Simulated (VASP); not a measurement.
# C: single point with PBE+D3(BJ)

C:

```
C
1.0
     2.48512    0.00000    0.00000
    -1.24256    2.15217    0.00000
     0.00000    0.00000    3.60162
C
2
Direct
  0.34270 0.68541 0.00000
  0.65730 0.31459 0.00000
```

This cell differs from its parent crystal: atoms displaced along a vibrational mode, the cell strained.

```yaml
Program: VASP 6.6.1
Task: single point
Functional: PBE
Dispersion: D3(BJ)
Potentials_or_basis: VASP PAW PBE potentials, release 64 (C)
Cutoff: 520 eV
k_mesh: 21 × 21 × 12
Occupations: gaussian, width 0.15 eV
Spin: no spin polarisation
Dipole_correction: no
Further_INCAR_settings: ALGO = Normal; EDIFF = 1e-06; NBANDS = 11
```

* Pressure: -3.3 GPa
* Largest force: 4.454 eV/Å
* Band gap on the k mesh: zero (bands 4 and 5 overlap by 0.10 eV)
* Dispersion energy per atom: -0.143 eV

Forces in eV/Å, atoms in the order of the input:
```
C    0.000 -4.454  0.000
C    0.000  4.454  0.000
```

Stress tensor (GPa, compression positive):
```
-11.97   0.00   0.00
  0.00   2.43   0.00
  0.00   0.00  -0.27
```

Levels at points of the mesh, in eV from the Fermi level:
```tsv
k point	band 1	band 2	band 3	band 4	band 5	band 6	band 7	band 8
(0.00, 0.00, 0.00)	-19.36	-6.70	-4.11	-1.78	3.93	6.67	9.60	11.39
(0.00, 0.00, 0.50)	-19.19	-8.06	-4.09	-1.76	6.72	9.12	9.67	11.15
```

Wall time 93 s on 1 thread of AMD EPYC 7R43 64-Core Processor (Zen 3), with other jobs on the host, peak memory 0.22 GiB.

Caveat: the cell differs from its parent crystal (atoms displaced along a vibrational mode, the cell strained); the cell stands under tension; forces of over 1 eV/Å act on the atoms, so gaps and moduli don't describe the material at rest.
